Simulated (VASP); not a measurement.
# MgO (I4/mmm) in VASP: notebook

The runs below take MgO through single point, with PBE.

All numbers are computed with VASP 6.6.1; they aren't measurements. Logs are shortened: lines on timing, memory, paths and dates and some standing lists are left out, and cuts for length are marked.

## 1. The cell of the first run

The structure is tetragonal, space group I4/mmm (No. 139). Conventional cell: a = 3.158 Å, b = 3.158 Å, c = 4.041 Å, α = 90.00°, β = 90.00°, γ = 90.00°. Mg (site symmetry 4/mmm) has 6 O at 2.02 to 2.23 Å within 2.7 Å. O (site symmetry 4/mmm) has 6 Mg at 2.02 to 2.23 Å within 2.7 Å.

## 2. Single point, PBE (strain +0.050 along x and y, -0.050 along z)

Input file INCAR:

```
  PREC = Accurate
  ENCUT = 520
  EDIFF = 1E-6
  ISMEAR = 0
  SIGMA = 0.05
  LREAL = F
  LASPH = T
  NELM = 80
  ALGO = Normal
  ISIF = 2
  LWAVE = F
  LCHARG = F
  GGA = PE
  NBANDS = 11
```

Input file KPOINTS:

```
regular mesh
0
Gamma
  10 10 10
```

Input file POSCAR:

```
MgO
1.0
    0.0000000000      2.2332690507      2.0205767601
    2.2332690507      0.0000000000      2.0205767601
    2.2332690507      2.2332690507      0.0000000000
Mg O
1 1
Direct
    0.0000000000      0.0000000000      0.0000000000
    0.5000000000      0.5000000000      0.5000000000
```

Potentials or basis: VASP PAW PBE potentials, release 64 (Mg, O).

Launch:

```
> cat potpaw_PBE.64/Mg/POTCAR potpaw_PBE.64/O/POTCAR > POTCAR
> mpirun -np 1 vasp_std > vasp.out
```

OUTCAR:

```text
PREC = Accurate
   ENCUT = 520
   EDIFF = 1E-6
   ISMEAR = 0
   LREAL = F
   LASPH = T
   NELM = 80
   ISIF = 2
   GGA = PE

 ion  position               nearest neighbor table
   1  0.000  0.000  0.000-   2 2.02   2 2.02   2 2.23   2 2.23   2 2.23   2 2.23
   2  0.500  0.500  0.500-   1 2.02   1 2.02   1 2.23   1 2.23   1 2.23   1 2.23

  LATTYP: Found a body centered tetragonal cell.
 ALAT       =     3.1583193799
 C/A-ratio  =     1.2795265564

  Lattice vectors:

 A1 = (   0.0000000000,  -2.2332690507,  -2.0205767601)
 A2 = (   0.0000000000,   2.2332690507,  -2.0205767601)
 A3 = (   2.2332690507,   0.0000000000,   2.0205767601)

Analysis of symmetry for initial positions (statically):
=====================================================================
 Subroutine PRICEL returns:
 Original cell was already a primitive cell.

 Routine SETGRP: Setting up the symmetry group for a
 body centered tetragonal supercell.

 Subroutine GETGRP returns: Found 16 space group operations
 (whereof 16 operations were pure point group operations)
 out of a pool of 16 trial point group operations.

The static configuration has the point symmetry D_4h.

Analysis of symmetry for dynamics (positions and initial velocities):
=====================================================================
 Subroutine PRICEL returns:
 Original cell was already a primitive cell.

 Routine SETGRP: Setting up the symmetry group for a
 body centered tetragonal supercell.

 Subroutine GETGRP returns: Found 16 space group operations
 (whereof 16 operations were pure point group operations)
 out of a pool of 16 trial point group operations.

The dynamic configuration has the point symmetry D_4h.

 Subroutine INISYM returns: Found 16 space group operations
 (whereof 16 operations are pure point group operations),
 and found     1 'primitive' translations

----------------------------------------------------------------------------------------

                                     Primitive cell

  volume of cell :      20.1552

  direct lattice vectors                    reciprocal lattice vectors
     0.000000000  2.233269051  2.020576760    -0.223887041  0.223887041  0.247454098
     2.233269051  0.000000000  2.020576760     0.223887041 -0.223887041  0.247454098
     2.233269051  2.233269051  0.000000000     0.223887041  0.223887041 -0.247454098

  length of vectors
[... 82 lines left out ...]
   EDIFF  = 0.1E-05   stopping-criterion for ELM
   LREAL  =      F    real-space projection
   EDIFFG = 0.1E-04   stopping-criterion for IOM
   NSW    =      0    number of steps for IOM
   IBRION =     -1    ionic relax: 0-MD 1-quasi-New 2-CG
   NFREE  =      0    steps in history (QN), initial steepest desc. (CG)
   ISIF   =      2    stress and relaxation
   ISYM   =      2    0-nonsym 1-usesym 2-fastsym
   POTIM  = 0.5000    time-step for ionic-motion
   TEBEG  =    0.0;   TEEND  =   0.0 temperature during run
   PSTRESS=    0.0 pullay stress
   NELECT =       8.0000    total number of electrons
   NUPDOWN=      -1.0000    fix difference up-down
   EMIN   =  10.00;   EMAX   =-10.00  energy-range for DOS
   EFERMI =   0.00;   METHOD = LEGACY
   ISMEAR =     0;   SIGMA  =   0.05  broadening in eV -4-tet -1-fermi 0-gaus
   EFERMI_NEDOS =   21; number of points for ismear=-14 and -15
   IALGO  =     38    algorithm
   IMIX   =      4    mixing-type and parameters
     AMIX     =   0.40;   BMIX     =  1.00
     AMIX_MAG =   1.60;   BMIX_MAG =  1.00
  volume/ion in A,a.u.               =      10.08        68.01
  Fermi-wavevector in a.u.,A,eV,Ry     =   1.203120  2.273567 19.694408  1.447498
  Thomas-Fermi vector in A             =   2.338882
   LORBIT       =      0    0 simple, 1 ext, 2 COOP (PROOUT), +10 PAW based schemes
   GGA     = PE    functional components
   LHFCALC =     F    Hartree Fock is set to
   AEXX    =    0.0000 exact exchange contribution
   IVDW    =     0    specifies the selected vdW correction
   LEPSILON=     F    determine dielectric tensor
   LRPA    =     F    only Hartree local field effects (RPA)
 non-spin polarized calculation
 Gauss-broadening in eV      SIGMA  =   0.05
  energy-cutoff  :      520.00
  volume of cell :       20.16
 maximum number of plane-waves:       558
 NGX is ok and might be reduce to    24
   NGX = 11   NGY = 11   NGZ = 11

 number of electron       7.9999998 magnetization

 Free energy of the ion-electron system (eV)
  ---------------------------------------------------
  ext. energy  EPLUGINS =         0.00000000
  ---------------------------------------------------
  free energy    TOTEN  =       -11.82495631 eV

  energy without entropy =      -11.82495631  energy(sigma->0) =      -11.82495631

 E-fermi :   2.9705     XC(G=0): -10.7094

 val. band max:        2.7050898026   @ k =   0.0000   0.0000   0.0000
 cond. band min:       6.6079825992   @ k =   0.0000   0.0000   0.0000
 fundamental gap:      3.9028927965
 Fermi energy:         2.9705170378

 k-point     1 :       0.0000    0.0000    0.0000
  band No.  band energies     occupation
      1     -14.2833      2.00000
      2       2.4317      2.00000
      3       2.7051      2.00000
      4       2.7051      2.00000
      5       6.6080      0.00000
      6      17.7912      0.00000
      7      17.7912      0.00000
      8      18.7638      0.00000
      9      21.8581      0.00000
     10      21.8945      0.00000
     11      24.3900      0.00000
[... 309 lines left out ...]
 k-point    24 :       0.4000    0.3000    0.0000
  band No.  band energies     occupation
      1     -13.0911      2.00000
      2      -0.6846      2.00000
      3       1.2977      2.00000
      4       1.4305      2.00000
      5      11.4796      0.00000
      6      12.0828      0.00000
      7      16.5057      0.00000
      8      19.1020      0.00000
      9      19.4442      0.00000
     10      25.8618      0.00000
     11      29.2810      0.00000

 [... further k-points ...]
[... 5 lines left out ...]
  --------------------------------------------------------------------------------------
  -------------------------------------------------------------------------------------
  Total       -1.2335133     -1.2335133      0.9021202      0.0000000     -0.0000000      0.0000000
  in kB      -98.0543746    -98.0543746     71.7112946      0.0000000     -0.0000000      0.0000000
  external PRESSURE =     -41.4658182 kB  Pullay stress =       0.0000000 kB

 VOLUME and BASIS-vectors are now :
 -----------------------------------------------------------------------------
  energy-cutoff  :      520.00
  volume of cell :       20.16
      direct lattice vectors                 reciprocal lattice vectors
     0.000000000  2.233269051  2.020576760    -0.223887041  0.223887041  0.247454098
     2.233269051  0.000000000  2.020576760     0.223887041 -0.223887041  0.247454098
     2.233269051  2.233269051  0.000000000     0.223887041  0.223887041 -0.247454098

 POSITION                                       TOTAL-FORCE (eV/Angst)
 -----------------------------------------------------------------------------------
      0.00000      0.00000      0.00000        -0.000000     -0.000000     -0.000000
      2.23327      2.23327      2.02058         0.000000      0.000000      0.000000
 -----------------------------------------------------------------------------------
    total drift:                               -0.000000     -0.000000      0.000000

  FREE ENERGIE OF THE ION-ELECTRON SYSTEM (eV)
  ---------------------------------------------------
  free  energy   TOTEN  =       -11.8249563056 eV

  energy  without entropy=      -11.8249563056  energy(sigma->0) =      -11.82495631
```

stdout:

```text
POSCAR found type information on POSCAR MgO
 POSCAR found :  2 types and       2 ions
 scaLAPACK will be used
 LDA part: xc-table for (Slater+PW92), standard interpolation
 POSCAR, INCAR and KPOINTS ok, starting setup
 FFT: planning ... GRIDC
 FFT: planning ... GRID_SOFT
 FFT: planning ... GRID
 WAVECAR not read
 entering main loop
```

It took 7 s on 1 thread of Intel Xeon 6975P-C (Granite Rapids), shared host; peak memory 0.15 GiB.

Results:

```
Free energy            : -11.8250 eV
Pressure               : -4.1 GPa
Band gap on the k mesh : 3.90 eV, direct
```

Caveat: the cell differs from its parent crystal (strain +0.050 along x and y, -0.050 along z).

## 3. Single point, PBE (strain +0.050 along x and y, +0.000 along z)

Input file INCAR:

```
SYSTEM = MgO
PREC = Accurate
ENCUT = 520
EDIFF = 1E-6
ISMEAR = 0
SIGMA = 0.05
LREAL = .FALSE.
LASPH = .TRUE.
NELM = 60
ALGO = Normal
ISIF = 2
LWAVE = .FALSE.
LCHARG = .TRUE.
GGA = PE
LELF = .TRUE.
LVHAR = .TRUE.
NBANDS = 11
```

Input file KPOINTS:

```
Automatic mesh
0
G
  10 10 10
  0 0 0
```

Input file POSCAR:

```
MgO
1.0
    0.0000000000      2.2332690507      2.1269229054
    2.2332690507      0.0000000000      2.1269229054
    2.2332690507      2.2332690507      0.0000000000
Mg O
1 1
Direct
    0.0000000000      0.0000000000      0.0000000000
    0.5000000000      0.5000000000      0.5000000000
```

Potentials or basis: VASP PAW PBE potentials, release 64 (Mg, O).

Launch:

```
> cat potpaw_PBE.64/Mg/POTCAR potpaw_PBE.64/O/POTCAR > POTCAR
> mpirun -np 1 vasp_std > vasp.out
```

OUTCAR:

```text
SYSTEM = MgO
   PREC = Accurate
   ENCUT = 520
   EDIFF = 1E-6
   ISMEAR = 0
   LREAL = .FALSE.
   LASPH = .TRUE.
   NELM = 60
   ISIF = 2
   GGA = PE

 ion  position               nearest neighbor table
   1  0.000  0.000  0.000-   2 2.13   2 2.13   2 2.23   2 2.23   2 2.23   2 2.23
   2  0.500  0.500  0.500-   1 2.13   1 2.13   1 2.23   1 2.23   1 2.23   1 2.23

  LATTYP: Found a body centered tetragonal cell.
 ALAT       =     3.1583193799
 C/A-ratio  =     1.3468700594

  Lattice vectors:

 A1 = (   0.0000000000,  -2.2332690507,  -2.1269229054)
 A2 = (   0.0000000000,   2.2332690507,  -2.1269229054)
 A3 = (   2.2332690507,   0.0000000000,   2.1269229054)

Analysis of symmetry for initial positions (statically):
=====================================================================
 Subroutine PRICEL returns:
 Original cell was already a primitive cell.

 Routine SETGRP: Setting up the symmetry group for a
 body centered tetragonal supercell.

 Subroutine GETGRP returns: Found 16 space group operations
 (whereof 16 operations were pure point group operations)
 out of a pool of 16 trial point group operations.

The static configuration has the point symmetry D_4h.

Analysis of symmetry for dynamics (positions and initial velocities):
=====================================================================
 Subroutine PRICEL returns:
 Original cell was already a primitive cell.

 Routine SETGRP: Setting up the symmetry group for a
 body centered tetragonal supercell.

 Subroutine GETGRP returns: Found 16 space group operations
 (whereof 16 operations were pure point group operations)
 out of a pool of 16 trial point group operations.

The dynamic configuration has the point symmetry D_4h.

 Subroutine INISYM returns: Found 16 space group operations
 (whereof 16 operations are pure point group operations),
 and found     1 'primitive' translations

----------------------------------------------------------------------------------------

[... 114 lines left out ...]
  Fermi-wavevector in a.u.,A,eV,Ry     =   1.182724  2.235025 19.032332  1.398837
  Thomas-Fermi vector in A             =   2.318973
   LORBIT       =      0    0 simple, 1 ext, 2 COOP (PROOUT), +10 PAW based schemes
   GGA     = PE    functional components
   LHFCALC =     F    Hartree Fock is set to
   AEXX    =    0.0000 exact exchange contribution
   IVDW    =     0    specifies the selected vdW correction
   LEPSILON=     F    determine dielectric tensor
   LRPA    =     F    only Hartree local field effects (RPA)
 non-spin polarized calculation
 Gauss-broadening in eV      SIGMA  =   0.05
  energy-cutoff  :      520.00
  volume of cell :       21.22
 maximum number of plane-waves:       582
   NGX = 11   NGY = 11   NGZ = 11

 number of electron       7.9999996 magnetization

 Free energy of the ion-electron system (eV)
  ---------------------------------------------------
  ext. energy  EPLUGINS =         0.00000000
  ---------------------------------------------------
  free energy    TOTEN  =       -11.81528786 eV

  energy without entropy =      -11.81528786  energy(sigma->0) =      -11.81528786

 E-fermi :   2.6357     XC(G=0): -10.4884

 val. band max:        2.3334942822   @ k =   0.0000   0.0000   0.0000
 cond. band min:       5.8708937684   @ k =   0.0000   0.0000   0.0000
 fundamental gap:      3.5373994863
 Fermi energy:         2.6356680263

 k-point     1 :       0.0000    0.0000    0.0000
  band No.  band energies     occupation
      1     -14.3742      2.00000
      2       2.2006      2.00000
      3       2.3335      2.00000
      4       2.3335      2.00000
      5       5.8709      0.00000
      6      17.2401      0.00000
      7      17.2401      0.00000
      8      17.7028      0.00000
      9      20.9958      0.00000
     10      21.8718      0.00000
     11      23.3606      0.00000
[... 309 lines left out ...]
 k-point    24 :       0.4000    0.3000    0.0000
  band No.  band energies     occupation
      1     -13.3488      2.00000
      2      -0.8843      2.00000
      3       1.1076      2.00000
      4       1.2646      2.00000
      5      10.6526      0.00000
      6      11.8491      0.00000
      7      15.0541      0.00000
      8      18.4884      0.00000
      9      18.7469      0.00000
     10      25.2870      0.00000
     11      27.2936      0.00000

 [... further k-points ...]
[... 5 lines left out ...]
  --------------------------------------------------------------------------------------
  -------------------------------------------------------------------------------------
  Total       -1.8154512     -1.8154512     -1.1666860      0.0000000     -0.0000000      0.0000000
  in kB     -137.0980675   -137.0980675    -88.1050376      0.0000000     -0.0000000      0.0000000
  external PRESSURE =    -120.7670576 kB  Pullay stress =       0.0000000 kB

 VOLUME and BASIS-vectors are now :
 -----------------------------------------------------------------------------
  energy-cutoff  :      520.00
  volume of cell :       21.22
      direct lattice vectors                 reciprocal lattice vectors
     0.000000000  2.233269051  2.126922905    -0.223887041  0.223887041  0.235081393
     2.233269051  0.000000000  2.126922905     0.223887041 -0.223887041  0.235081393
     2.233269051  2.233269051  0.000000000     0.223887041  0.223887041 -0.235081393

 POSITION                                       TOTAL-FORCE (eV/Angst)
 -----------------------------------------------------------------------------------
      0.00000      0.00000      0.00000         0.000000     -0.000000      0.000000
      2.23327      2.23327      2.12692        -0.000000      0.000000     -0.000000
 -----------------------------------------------------------------------------------
    total drift:                               -0.000000     -0.000000      0.000000

  FREE ENERGIE OF THE ION-ELECTRON SYSTEM (eV)
  ---------------------------------------------------
  free  energy   TOTEN  =       -11.8152878592 eV

  energy  without entropy=      -11.8152878592  energy(sigma->0) =      -11.81528786
```

It took 6.8 s on 1 thread of Intel Xeon 6975P-C (Granite Rapids), shared host; peak memory 0.15 GiB.

What came out:

```yaml
Free_energy: -11.8153 eV
Pressure: -12.1 GPa
Band_gap_on_the_k_mesh: 3.54 eV, direct
```

Stress tensor (GPa, compression positive):
```
-13.71   0.00   0.00
  0.00 -13.71   0.00
  0.00   0.00  -8.81
```

Levels at points of the mesh, in eV from the valence-band top:
| k point | band 2 | band 3 | band 4 | band 5 | band 6 | band 7 |
| --- | --- | --- | --- | --- | --- | --- |
| (0.00, 0.00, 0.00) | -0.13 | 0.00 | 0.00 | 3.54 | 14.91 | 14.91 |
| (0.50, 0.00, 0.00) | -4.13 | -0.61 | -0.54 | 7.07 | 11.14 | 14.51 |
| (0.50, 0.50, 0.00) | -3.54 | -1.34 | -1.34 | 8.60 | 8.64 | 12.19 |
| (0.50, 0.00, 0.50) | -3.67 | -1.31 | -1.01 | 8.62 | 9.08 | 11.55 |

Caveat: the cell differs from its parent crystal (strain +0.050 along x and y, +0.000 along z).
